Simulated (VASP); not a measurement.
A run of VASP 6.6.1:

INCAR

```
SYSTEM = TiO2
  PREC = Accurate
  ENCUT = 520
  EDIFF = 1E-6
  ISMEAR = 0
  SIGMA = 0.02
  LREAL = .FALSE.
  LASPH = .TRUE.
  NELM = 60
  ALGO = Normal
  ISIF = 2
  LWAVE = .FALSE.
  LCHARG = .FALSE.
  GGA = PS
  NBANDS = 33
```

Contents of KPOINTS:

```
regular mesh
0
G
  8 8 6
  0 0 0
```

File POSCAR:

```
TiO2
1.0
    3.3612914896      0.0000000000      0.0000000000
    0.0000000000      3.3612914896      0.0000000000
    0.0000000000      0.0000000000      5.1327051568
Ti O
2 4
Direct
    0.0000000000      0.0000000000      0.0000000000
    0.5000000000      0.5000000000      0.5000000000
    0.0000000000      0.5000000000      0.1667060821
    0.0000000000      0.5000000000      0.6667060821
    0.5000000000      0.0000000000      0.3332939179
    0.5000000000      0.0000000000      0.8332939179
```

Potentials or basis: VASP PAW PBE potentials, release 64 (Ti_sv, O).

Run with:

```sh
$ cat potpaw_PBE.64/Ti_sv/POTCAR potpaw_PBE.64/O/POTCAR > POTCAR
$ mpirun -np 1 vasp_std > vasp.out
```

Hardware: 1 thread of AMD EPYC 9R45 (Zen 5), on a shared host.

Problem. How long does it take, and how much memory?

Solution. Run time: 2.1 min on 1 thread of AMD EPYC 9R45 (Zen 5), on a shared host, peak memory 0.19 GiB. Counts: scf iterations 16, k points 60.
